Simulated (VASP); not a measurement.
# Sn (C2/c) in VASP: a series of runs, part 2 of 2

VASP 6.6.1.

## Step 4: Single point, LDA

INCAR reads:

```
  PREC = Accurate
  ENCUT = 520
  EDIFF = 1E-7
  ISMEAR = 0
  SIGMA = 1.0
  LREAL = F
  LASPH = T
  NELM = 60
  ALGO = Normal
  ISIF = 2
  LWAVE = F
  LCHARG = F
  NBANDS = 21
```

KPOINTS reads:

```
regular mesh
0
Gamma
  11 11 8
```

POSCAR reads:

```
Sn
1.0
   -2.8994216605      2.9008009606      1.5581694818
    2.9008009606     -2.8994216605      1.5581694818
    2.8985835788      2.8985835788     -1.5556411493
Sn
2
Direct
    0.0000164062      0.9999835938      0.0000000000
    0.7499835938      0.2500164062      0.5000000000
```

Potentials or basis: VASP PAW LDA potentials, release 64 (Sn_d).

Started as:

```console
$ cat potpaw_LDA.64/Sn_d/POTCAR > POTCAR
$ mpirun -np 1 vasp_std > vasp.out
```

OUTCAR:

```text
PREC = Accurate
   ENCUT = 520
   EDIFF = 1E-7
   ISMEAR = 0
   LREAL = F
   LASPH = T
   NELM = 60
   ISIF = 2

 ion  position               nearest neighbor table
   1  0.000  1.000  0.000-   2 3.00   2 3.00   2 3.00   2 3.00   2 3.72   2 3.72   2 3.73   2 3.73

   2  0.750  0.250  0.500-   1 3.00   1 3.00   1 3.00   1 3.00   1 3.72   1 3.72   1 3.73   1 3.73

  LATTYP: Found a base centered monoclinic cell.
 ALAT       =     3.1163395741
 B/A-ratio  =     2.6321757628
 C/A-ratio  =     1.4069300504
 COS(beta)  =    -0.3542216887

  Lattice vectors:

 A1 = (  -2.8994216605,   2.9008009606,   1.5581694818)
 A2 = (   2.9008009606,  -2.8994216605,   1.5581694818)
 A3 = (   2.8985835788,   2.8985835788,  -1.5556411493)

Analysis of symmetry for initial positions (statically):
=====================================================================
 Subroutine PRICEL returns:
 Original cell was already a primitive cell.

 Routine SETGRP: Setting up the symmetry group for a
 base centered monoclinic supercell.

 Subroutine GETGRP returns: Found  4 space group operations
[... 163 lines left out ...]
  ---------------------------------------------------
  free energy    TOTEN  =        -9.21602085 eV

  energy without entropy =       -8.73493774  energy(sigma->0) =       -8.97547929

 E-fermi :   8.1441     XC(G=0): -10.7120

 val. band max:        8.1317147211   @ k =  -0.0909   0.2727   0.2500
 cond. band min:       8.1451533863   @ k =   0.1818   0.0909   0.0000
 fundamental gap:      0.0134386652
 Fermi energy:         8.1441485483

 k-point     1 :       0.0000    0.0000    0.0000
  band No.  band energies     occupation
      1     -13.4545      2.00000
      2     -13.3714      2.00000
      3     -13.3161      2.00000
      4     -13.3130      2.00000
      5     -13.1245      2.00000
      6     -13.1245      2.00000
[... 565 lines left out ...]
     20      18.7269      0.00000
     21      18.9393      0.00000

 [... further k-points ...]

------------------------ aborting loop because EDIFF is reached ----------------------------------------

  FORCE on cell =-STRESS in cart. coord.  units (eV):
  Direction    XX          YY          ZZ          XY          YZ          ZX
  --------------------------------------------------------------------------------------
  -------------------------------------------------------------------------------------
  Total        0.2914010      0.2914010      0.2622168      0.0019577     -0.0052256     -0.0052255
  in kB        8.9088848      8.9088848      8.0166472      0.0598527     -0.1597596     -0.1597560
  external PRESSURE =       8.6114723 kB  Pullay stress =       0.0000000 kB

 VOLUME and BASIS-vectors are now :
 -----------------------------------------------------------------------------
  energy-cutoff  :      520.00
  volume of cell :       52.41
      direct lattice vectors                 reciprocal lattice vectors
    -2.899421660  2.900800961  1.558169482    -0.000114965  0.172292210  0.320813149
     2.900800961 -2.899421660  1.558169482     0.172292210 -0.000114965  0.320813149
     2.898583579  2.898583579 -1.555641149     0.172457079  0.172457079 -0.000152660

 POSITION                                       TOTAL-FORCE (eV/Angst)
 -----------------------------------------------------------------------------------
      2.90071     -2.89933      1.55817        -0.001015      0.001015     -0.000000
      0.00002      2.89994      0.78035         0.001015     -0.001015      0.000000
 -----------------------------------------------------------------------------------
    total drift:                               -0.000000     -0.000000     -0.000000

  FREE ENERGIE OF THE ION-ELECTRON SYSTEM (eV)
  ---------------------------------------------------
  free  energy   TOTEN  =        -9.2160208513 eV

  energy  without entropy=       -8.7349377356  energy(sigma->0) =       -8.97547929
```

OSZICAR:

```text
N       E                     dE             d eps       ncg     rms          rms(c)
DAV:   1     0.222908659726E+03    0.22291E+03   -0.14362E+04 11540   0.211E+03
DAV:   2     0.142715943500E+02   -0.20864E+03   -0.20433E+03 11420   0.456E+02
DAV:   3    -0.849939963257E+01   -0.22771E+02   -0.22578E+02 13114   0.136E+02
DAV:   4    -0.922830213485E+01   -0.72890E+00   -0.72839E+00 12945   0.270E+01
DAV:   5    -0.925771335448E+01   -0.29411E-01   -0.29410E-01 16064   0.510E+00    0.256E+00
DAV:   6    -0.922822230157E+01    0.29491E-01   -0.33711E-02 15480   0.257E+00    0.139E+00
DAV:   7    -0.921655306750E+01    0.11669E-01   -0.17306E-02 15510   0.182E+00    0.156E-01
DAV:   8    -0.921601494258E+01    0.53812E-03   -0.18427E-03 14701   0.612E-01    0.332E-02
DAV:   9    -0.921602043194E+01   -0.54894E-05   -0.47663E-05 15116   0.584E-02    0.143E-02
DAV:  10    -0.921602086102E+01   -0.42908E-06   -0.37789E-06 15229   0.243E-02    0.933E-04
DAV:  11    -0.921602085130E+01    0.97184E-08   -0.30112E-07 12360   0.712E-03
   1 F= -.92160209E+01 E0= -.89754793E+01  d E =-.481083E+00
```

stdout:

```text
POSCAR found type information on POSCAR Sn
 POSCAR found :  1 types and       2 ions
 scaLAPACK will be used
 LDA part: xc-table for (Slater(with rela. corr.)+CA(PZ))
 , standard interpolation
 POSCAR, INCAR and KPOINTS ok, starting setup
 FFT: planning ... GRIDC
 FFT: planning ... GRID_SOFT
 FFT: planning ... GRID
 WAVECAR not read
 entering main loop
```

Run time: 1.7 min. Hardware: 1 thread of Intel Xeon 6975P-C (Granite Rapids), shared host; peak memory 0.34 GiB.

What came out:

```
Free energy            : -9.2160 eV
Pressure               : 0.9 GPa
Band gap on the k mesh : zero (bands 14 and 15 overlap by 3.81 eV)
```

Stress tensor (GPa, compression positive):
```
 0.89  0.01 -0.02
 0.01  0.89 -0.02
-0.02 -0.02  0.80
```

Caveat: so wide a smearing shifts energies and pressures; spin-orbit coupling is left out, which moves the levels of the heavy elements.

## Step 5: Single point, LDA

INCAR reads:

```
ALGO     = Normal         # electronic algorithm
EDIFF    = 1E-6           # SCF threshold, eV
ENCUT    = 520            # plane-wave cutoff, eV
GGA      = CA             # functional
ISIF     = 2              # what is computed and relaxed
ISMEAR   = 1              # smearing method
LASPH    = True           # aspherical terms in the spheres
LCHARG   = False          # write CHGCAR
LREAL    = False          # projectors in reciprocal space
LWAVE    = False          # write WAVECAR
NBANDS   = 21             # bands
NELM     = 60             # most SCF steps
PREC     = Accurate       # precision mode
SIGMA    = 0.01           # smearing width, eV
```

KPOINTS reads:

```
k-points
0
Gamma
  11 11 8
```

POSCAR is that of step 4.

Started as:

```console
$ cat potpaw_LDA.64/Sn_d/POTCAR > POTCAR
$ mpirun -np 1 vasp_std > vasp.out
```

Run time: 92 s. Hardware: 1 thread of Intel Xeon 6975P-C (Granite Rapids), shared host; peak memory 0.34 GiB.

The run converged. Its results:

| Item | Value |
| --- | --- |
| Free energy | -8.9872 eV |
| Pressure | 0.0 GPa |
| Largest force | 0.005 eV/Å |
| Band gap on the k mesh | zero (bands 14 and 15 overlap by 3.81 eV) |

Forces on the atoms (eV/Å):
```
Sn  -0.003  0.003  0.000
Sn   0.003 -0.003  0.000
```

Stress tensor (GPa, compression positive):
```
 0.05  0.08 -0.11
 0.08  0.05 -0.11
-0.11 -0.11 -0.07
```

Levels at points of the mesh, in eV from the Fermi level:
```
           k point  band 12  band 13  band 14  band 15  band 16  band 17
(0.00, 0.00, 0.00)    -3.76    -2.11    -2.11     2.98     6.22     6.23
(0.00, 0.00, 0.50)    -9.12     0.53     0.53     1.53     1.53     6.35
```

Caveat: spin-orbit coupling is left out, which moves the levels of the heavy elements.

## Step 6: Overview

| smearing | gap on the mesh (eV) | pressure (GPa) |
| --- | --- | --- |
| gaussian 0.3 eV | none | 0.0 |
| gaussian 0.6 eV | none | 0.3 |
| gaussian 1 eV | none | 0.9 |
| methfessel-paxton 0.01 eV | none | 0.0 |

Alike in all rows: task single point; level LDA; potentials or basis VASP PAW LDA potentials, release 64 (Sn_d); no spin polarisation; cell as given; k mesh 11 × 11 × 8; cutoff (eV) 520.

Caveats: spin-orbit coupling is left out, which moves the levels of the heavy elements; so wide a smearing shifts energies and pressures (at least some runs).

Absolute energies hang on the potentials; compare differences alone.
